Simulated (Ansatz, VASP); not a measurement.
**Two plane-wave programs on Rh**

INCAR

```
SYSTEM = Rh
PREC = Accurate ; ENCUT = 520
EDIFF = 1E-8 ; ISMEAR = -1
SIGMA = 0.05 ; LREAL = .FALSE.
LASPH = .TRUE. ; NELM = 60
ALGO = Normal ; ISIF = 2
LWAVE = .FALSE. ; LCHARG = .FALSE.
GGA = PE ; LEFG = .TRUE.
NBANDS = 14
```

The input KPOINTS:

```
regular mesh
0
G
  16 16 16
  0 0 0
```

Contents of POSCAR:

```
Rh
1.0
   -1.5352276118      1.5352276118      1.5352276118
    1.5352276118     -1.5352276118      1.5352276118
    1.5352276118      1.5352276118     -1.5352276118
Rh
1
Direct
    0.0000000000      0.0000000000      0.0000000000
```

Input for Ansatz:

```yaml
crystal:
  lattice:
    - [-1.5352276118, 1.5352276118, 1.5352276118]
    - [1.5352276118, -1.5352276118, 1.5352276118]
    - [1.5352276118, 1.5352276118, -1.5352276118]
  atoms:
    - { symbol: Rh, position: [0.0, 0.0, 0.0] }
kpoints:
  mp_grid: { grid: [16, 16, 16] }
  band_path:
    path:
      - [0.0, 0.0, 0.0]
      - [0.5, -0.5, 0.5]
      - [0.0, 0.0, 0.5]
      - [0.0, 0.0, 0.0]
      - [0.25, 0.25, 0.25]
      - [0.5, -0.5, 0.5]
      - [0.25, 0.25, 0.25]
      - [0.0, 0.0, 0.5]
    npoints: 14
scf:
  occupations: { method: fermi_dirac, width: 0.05 }
hamiltonian:
  xc: pbe
  pseudopotentials: { kind: paw }
output:
  forces: true
  stress: true
  eigenvalues: true
  efg: { contact_densities: true }
  populations: true
  bader: true
  dos: { projected: true, de: 0.2, e_range: [-14, 8] }
  write_density: true
  write_potential: true
  elf: true
  volumetric_format: npy
```

Alike in both runs: task electric field gradients; functional PBE; k mesh 16 × 16 × 16; occupations fermi-dirac, width 0.05 eV; no spin polarisation.

|  | VASP | Ansatz |
| --- | --- | --- |
| version | VASP 6.6.1 | Ansatz 0.2.0 |
| potentials or method | VASP PAW PBE potentials, release 64 (Rh_pv) | PAW with Ansatz's default frozen-core files, scalar-relativistic |
| plane-wave cutoff (eV) | 520 | 420 |
| valence electrons in the cell | 15 | 17 |

|  | VASP | Ansatz | Ansatz less VASP |
| --- | --- | --- | --- |
| pressure (GPa) | 0.0 | 0.0 | -0.03 |

The functional is the same, so the differences come from potentials, cutoffs and numerics. VASP's potentials hold 15 valence electrons a cell and Ansatz's 17, so a difference there can come from the potentials and not from the codes.
